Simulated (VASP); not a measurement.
# KSr (P6_3mc) in VASP: a series of runs

KSr is run at these levels: PBE; tasks: single point, relaxation of cell and atoms.

Everything below comes from runs of VASP 6.6.1. Logs are shortened: lines on timing, memory, paths and dates and some standing lists are left out, and cuts for length are marked.

**1. The cell of the first run**

It takes space group P6_3mc (No. 186, hexagonal). Conventional cell: a = 4.295 Å, b = 4.295 Å, c = 16.130 Å, α = 90.00°, β = 90.00°, γ = 120.00°. K (site symmetry 3m) has 4 Sr at 4.23 to 4.57 Å and 6 K at 4.30 Å within 5.6 Å. Within 5.6 Å of Sr (site symmetry 3m) lie 4 K at 4.23 to 4.57 Å and 6 Sr at 4.30 Å.

**2. Single point, PBE**

INCAR reads:

```
ALGO = Normal
EDIFF = 1E-7
ENCUT = 520
GGA = PE
ISIF = 2
ISMEAR = 0
LASPH = True
LCHARG = False
LREAL = False
LWAVE = False
NBANDS = 27
NELM = 80
PREC = Accurate
SIGMA = 0.1
```

KPOINTS reads:

```
k-points
0
Gamma
  6 6 2
```

POSCAR reads:

```
KSr
1.0
    4.2951124565     -0.0000000001      0.0000000000
   -2.1475562282      3.7196764994      0.0000000000
    0.0000000000      0.0000000000     16.1304198110
K Sr
2 2
Direct
    0.3333333333      0.6666666667      0.0599012998
    0.6666666667      0.3333333333      0.5599012998
    0.3333333333      0.6666666667      0.3221987002
    0.6666666667      0.3333333333      0.8221987002
```

Potentials or basis: VASP PAW PBE potentials, release 64 (K_sv, Sr_sv).

On the command line:

```sh
cat potpaw_PBE.64/K_sv/POTCAR potpaw_PBE.64/Sr_sv/POTCAR > POTCAR
mpirun -np 1 vasp_std > vasp.out
```

OUTCAR:

```text
EDIFF = 1E-7
   ENCUT = 520
   GGA = PE
   ISIF = 2
   ISMEAR = 0
   LASPH = True
   LREAL = False
   NELM = 80
   PREC = Accurate

 ion  position               nearest neighbor table
   1  0.333  0.667  0.060-   3 4.23
   2  0.667  0.333  0.560-   4 4.23
   3  0.333  0.667  0.322-   1 4.23
   4  0.667  0.333  0.822-   2 4.23

  LATTYP: Found a hexagonal cell.
 ALAT       =     4.2951124565
 C/A-ratio  =     3.7555290983

  Lattice vectors:

 A1 = (   4.2951124565,  -0.0000000001,   0.0000000000)
 A2 = (  -2.1475562282,   3.7196764994,   0.0000000000)
 A3 = (   0.0000000000,   0.0000000000,  16.1304198110)

Analysis of symmetry for initial positions (statically):
=====================================================================
 Subroutine PRICEL returns:
 Original cell was already a primitive cell.

 Routine SETGRP: Setting up the symmetry group for a
 hexagonal supercell.

 Subroutine GETGRP returns: Found 12 space group operations
 (whereof  6 operations were pure point group operations)
 out of a pool of 24 trial point group operations.

The static configuration has the point symmetry C_3v.
 The point group associated with its full space group is C_6v.

Analysis of symmetry for dynamics (positions and initial velocities):
=====================================================================
 Subroutine PRICEL returns:
 Original cell was already a primitive cell.

 Routine SETGRP: Setting up the symmetry group for a
 hexagonal supercell.

 Subroutine GETGRP returns: Found 12 space group operations
 (whereof  6 operations were pure point group operations)
 out of a pool of 24 trial point group operations.

The dynamic configuration has the point symmetry C_3v.
 The point group associated with its full space group is C_6v.

 Subroutine INISYM returns: Found 12 space group operations
 (whereof  6 operations are pure point group operations),
 and found     1 'primitive' translations

----------------------------------------------------------------------------------------

                                     Primitive cell

  volume of cell :     257.7065

[... 75 lines left out ...]
   ISPIN  =      1    spin polarized calculation?
   LNONCOLLINEAR =      F non collinear calculations
   LSORBIT =      F    spin-orbit coupling
   LASPH  =      T    aspherical Exc in radial PAW
   ENCUT  =  520.0 eV  38.22 Ry    6.18 a.u.   7.99  7.99 29.99*2*pi/ulx,y,z
   NELM   =     80;   NELMIN=  2; NELMDL= -5     # of ELM steps
   EDIFF  = 0.1E-06   stopping-criterion for ELM
   LREAL  =      F    real-space projection
   EDIFFG = 0.1E-05   stopping-criterion for IOM
   NSW    =      0    number of steps for IOM
   IBRION =     -1    ionic relax: 0-MD 1-quasi-New 2-CG
   NFREE  =      0    steps in history (QN), initial steepest desc. (CG)
   ISIF   =      2    stress and relaxation
   ISYM   =      2    0-nonsym 1-usesym 2-fastsym
   POTIM  = 0.5000    time-step for ionic-motion
   TEBEG  =    0.0;   TEEND  =   0.0 temperature during run
   PSTRESS=    0.0 pullay stress
   NELECT =      38.0000    total number of electrons
   NUPDOWN=      -1.0000    fix difference up-down
   EMIN   =  10.00;   EMAX   =-10.00  energy-range for DOS
   EFERMI =   0.00;   METHOD = LEGACY
   ISMEAR =     0;   SIGMA  =   0.10  broadening in eV -4-tet -1-fermi 0-gaus
   EFERMI_NEDOS =   21; number of points for ismear=-14 and -15
   IALGO  =     38    algorithm
   IMIX   =      4    mixing-type and parameters
     AMIX     =   0.40;   BMIX     =  1.00
     AMIX_MAG =   1.60;   BMIX_MAG =  1.00
  volume/ion in A,a.u.               =      64.43       434.77
  Fermi-wavevector in a.u.,A,eV,Ry     =   0.864890  1.634405 10.177631  0.748035
  Thomas-Fermi vector in A             =   1.983053
   LORBIT       =      0    0 simple, 1 ext, 2 COOP (PROOUT), +10 PAW based schemes
   GGA     = PE    functional components
   LHFCALC =     F    Hartree Fock is set to
   AEXX    =    0.0000 exact exchange contribution
   IVDW    =     0    specifies the selected vdW correction
   LEPSILON=     F    determine dielectric tensor
   LRPA    =     F    only Hartree local field effects (RPA)
 non-spin polarized calculation
 Gauss-broadening in eV      SIGMA  =   0.10
  energy-cutoff  :      520.00
  volume of cell :      257.71
 maximum number of plane-waves:      6990
 NGX is ok and might be reduce to    32
   NGX = 15   NGY = 15   NGZ = 59

 number of electron      38.0000000 magnetization

 Free energy of the ion-electron system (eV)
  ---------------------------------------------------
  ext. energy  EPLUGINS =         0.00000000
  ---------------------------------------------------
  free energy    TOTEN  =        -4.84682721 eV

  energy without entropy =       -4.82921171  energy(sigma->0) =       -4.83801946

 E-fermi :   0.6675     XC(G=0):  -6.4308

 val. band max:        0.6438525603   @ k =   0.3333   0.1667   0.0000
 cond. band min:       0.7552154360   @ k =   0.1667   0.1667   0.0000
 fundamental gap:      0.1113628757
 Fermi energy:         0.6674696108

 k-point     1 :       0.0000    0.0000    0.0000
  band No.  band energies     occupation
      1     -36.4773      2.00000
      2     -36.4773      2.00000
      3     -31.3292      2.00000
      4     -31.3292      2.00000
      5     -18.4768      2.00000
      6     -18.4764      2.00000
[... 409 lines left out ...]
     26       1.7617      0.00000
     27       2.7849      0.00000

------------------------ aborting loop because EDIFF is reached ----------------------------------------

  FORCE on cell =-STRESS in cart. coord.  units (eV):
  Direction    XX          YY          ZZ          XY          YZ          ZX
  --------------------------------------------------------------------------------------
  -------------------------------------------------------------------------------------
  Total       -0.0007641     -0.0007641     -0.0059090      0.0000000     -0.0000000      0.0000000
  in kB       -0.0047505     -0.0047505     -0.0367368      0.0000000     -0.0000000      0.0000000
  external PRESSURE =      -0.0154126 kB  Pullay stress =       0.0000000 kB

 VOLUME and BASIS-vectors are now :
 -----------------------------------------------------------------------------
  energy-cutoff  :      520.00
  volume of cell :      257.71
      direct lattice vectors                 reciprocal lattice vectors
     4.295112457 -0.000000000  0.000000000     0.232822775  0.134420292  0.000000000
    -2.147556228  3.719676499  0.000000000     0.000000000  0.268840583  0.000000000
     0.000000000  0.000000000 16.130419811     0.000000000  0.000000000  0.061994667

 POSITION                                       TOTAL-FORCE (eV/Angst)
 -----------------------------------------------------------------------------------
     -0.00000      2.47978      0.96623        -0.000000      0.000000     -0.005324
      2.14756      1.23989      9.03144         0.000000      0.000000     -0.005324
     -0.00000      2.47978      5.19720        -0.000000     -0.000000      0.005324
      2.14756      1.23989     13.26241        -0.000000      0.000000      0.005324
 -----------------------------------------------------------------------------------
    total drift:                               -0.000000      0.000000     -0.000115

  FREE ENERGIE OF THE ION-ELECTRON SYSTEM (eV)
  ---------------------------------------------------
  free  energy   TOTEN  =        -4.8468272076 eV

  energy  without entropy=       -4.8292117146  energy(sigma->0) =       -4.83801946
```

OSZICAR:

```text
N       E                     dE             d eps       ncg     rms          rms(c)
DAV:   1     0.269943356331E+03    0.26994E+03   -0.16800E+04   764   0.115E+03
DAV:   2     0.188152114613E+02   -0.25113E+03   -0.24740E+03   894   0.309E+02
DAV:   3    -0.350578217035E+01   -0.22321E+02   -0.22088E+02  1216   0.694E+01
DAV:   4    -0.481942031081E+01   -0.13136E+01   -0.13068E+01  1104   0.155E+01
DAV:   5    -0.488234081100E+01   -0.62921E-01   -0.62904E-01  1095   0.269E+00    0.158E+01
DAV:   6    -0.484659225607E+01    0.35749E-01   -0.11247E-01   960   0.134E+00    0.823E+00
DAV:   7    -0.484582244778E+01    0.76981E-03   -0.88349E-02   948   0.121E+00    0.893E-01
DAV:   8    -0.484663349918E+01   -0.81105E-03   -0.12450E-02  1077   0.403E-01    0.177E-01
DAV:   9    -0.484674515561E+01   -0.11166E-03   -0.71245E-04  1000   0.110E-01    0.649E-02
DAV:  10    -0.484681102562E+01   -0.65870E-04   -0.11894E-04  1112   0.438E-02    0.296E-02
DAV:  11    -0.484682643090E+01   -0.15405E-04   -0.12999E-05  1149   0.177E-02    0.852E-03
DAV:  12    -0.484682710128E+01   -0.67039E-06   -0.13961E-06  1008   0.590E-03    0.401E-03
DAV:  13    -0.484682723061E+01   -0.12933E-06   -0.49234E-07   970   0.333E-03    0.209E-03
DAV:  14    -0.484682720757E+01    0.23042E-07   -0.54049E-08   575   0.138E-03
   1 F= -.48468272E+01 E0= -.48380195E+01  d E =-.176155E-01
```

stdout:

```text
POSCAR found type information on POSCAR K Sr
 POSCAR found :  2 types and       4 ions
 scaLAPACK will be used
 LDA part: xc-table for (Slater+PW92), standard interpolation
 POSCAR, INCAR and KPOINTS ok, starting setup
 FFT: planning ... GRIDC
 FFT: planning ... GRID_SOFT
 FFT: planning ... GRID
 WAVECAR not read
 entering main loop
```

It took 80 s on 1 thread of Intel Xeon Platinum 8488C (Sapphire Rapids), shared host; peak memory 0.38 GiB.

Results:

* Free energy: -4.8468 eV
* Pressure: 0.0 GPa
* Largest force: 0.005 eV/Å
* Band gap on the k mesh: zero (band 19 reaches 0.94 eV, above the bottom of band 20 at -0.69 eV)

Forces in eV/Å, atoms in the order of the input:
```
K    0.000  0.000 -0.005
K    0.000  0.000 -0.005
Sr   0.000  0.000  0.005
Sr   0.000  0.000  0.005
```

**3. Relaxation of cell and atoms, PBE**

This run uses another cell than the first one, of 38.07 Å³/atom, 0.591 times its volume.

INCAR reads:

```
SYSTEM = KSr
ALGO = Fast
EDIFF = 1E-6
EDIFFG = -0.04
ENCUT = 600
GGA = PE
IBRION = 2
ISIF = 3
ISMEAR = 0
LASPH = .TRUE.
LCHARG = .FALSE.
LREAL = .FALSE.
LWAVE = .FALSE.
NELM = 80
NSW = 90
PREC = Accurate
SIGMA = 0.1
```

KPOINTS reads:

```
k-points
0
G
  6 6 2
  0 0 0
```

POSCAR reads:

```
KSr
1.0
    4.7886092938      0.0000000000      0.0000000000
   -2.3943046468      4.1470572972      0.0000000000
    0.0000000000      0.0000000000      7.6687926476
K Sr
2 2
Direct
    0.3333333333      0.6666666667      0.0000000000
    0.6666666667      0.3333333333      0.5000000000
    0.3333333333      0.6666666667      0.3821000000
    0.6666666667      0.3333333333      0.8821000000
```

Potentials or basis: VASP PAW PBE potentials, release 64 (K_sv, Sr_sv).

On the command line:

```sh
cat potpaw_PBE.64/K_sv/POTCAR potpaw_PBE.64/Sr_sv/POTCAR > POTCAR
mpirun -np 1 vasp_std > vasp.out
```

It took 35 min on 1 thread of Intel Xeon Platinum 8488C (Sapphire Rapids), shared host; peak memory 0.37 GiB.

The run converged. Its results:

```yaml
Free_energy: -2.4892 eV
Relaxed_volume: 111.91 Å³/atom
Relaxed_cell: a = 6.812 Å, b = 6.812 Å, c = 11.139 Å, α = 90.00°, β = 90.00°, γ = 120.00°
Space_group_after_relaxing_to_0.05_Å: P6_3mc (No. 186)
Energy_gained_by_relaxing: 790.6 meV/atom
Ionic_steps: 9
Pressure_after_relaxing: 0.0 GPa
Largest_force_after_relaxing: 0.034 eV/Å
Band_gap_on_the_k_mesh: zero (band 19 reaches -0.03 eV, above the bottom of band 20 at -0.88 eV)
```

Forces in eV/Å, atoms in the order of the input:
```
K    0.000  0.000 -0.034
K    0.000  0.000 -0.034
Sr   0.000  0.000  0.034
Sr   0.000  0.000  0.034
```

Stress tensor (GPa, compression positive):
```
-0.05  0.00  0.00
 0.00 -0.05  0.00
 0.00  0.00  0.04
```

Step by step:
| step | energy change (eV) | largest force (eV/Å) | pressure (GPa) | volume (Å³) |
| --- | --- | --- | --- | --- |
| 1 | 0.0000 | 0.2656 | 6.70 | 152.29 |
| 2 | -1.1811 | 0.0578 | 3.80 | 190.17 |
| 3 | -2.4745 | 0.1428 | 0.45 | 303.88 |
| 4 | -2.8971 | 0.1628 | 0.82 | 334.17 |
| 5 | -3.1022 | 0.1633 | 0.24 | 400.66 |
| 6 | -3.1407 | 0.1520 | 0.05 | 435.74 |
| 7 | -3.1414 | 0.1491 | 0.01 | 443.52 |
| 8 | -3.1587 | 0.0660 | -0.02 | 446.43 |
| 9 | -3.1624 | 0.0340 | -0.02 | 447.65 |

Final structure:
```yaml
crystal:
  lattice:
    - [6.81195, 0.00000, 0.00000]
    - [-3.40598, 5.89932, 0.00000]
    - [0.00000, 0.00000, 11.13943]
  atoms:
    - { symbol: K, position: [0.33333, 0.66667, 0.00640] }
    - { symbol: K, position: [0.66667, 0.33333, 0.50640] }
    - { symbol: Sr, position: [0.33333, 0.66667, 0.37570] }
    - { symbol: Sr, position: [0.66667, 0.33333, 0.87570] }
```

Levels at points of the mesh, in eV from the Fermi level:
| k point | band 17 | band 18 | band 19 | band 20 | band 21 | band 22 |
| --- | --- | --- | --- | --- | --- | --- |
| (0.00, 0.00, 0.00) | -2.27 | -1.38 | -0.41 | 0.97 | 0.97 | 0.98 |
| (0.50, 0.00, 0.00) | -1.45 | -1.00 | -0.25 | 0.17 | 0.30 | 0.35 |
| (0.00, 0.00, 0.50) | -1.96 | -1.96 | 0.49 | 0.49 | 0.96 | 0.96 |
| (0.50, 0.00, 0.50) | -1.21 | -1.21 | -0.34 | -0.34 | 0.71 | 0.71 |

Caveat: the k points lie up to 0.28 Å⁻¹ apart in the final cell; the volume moved by over 15 % at a fixed basis, so the end points are rough.
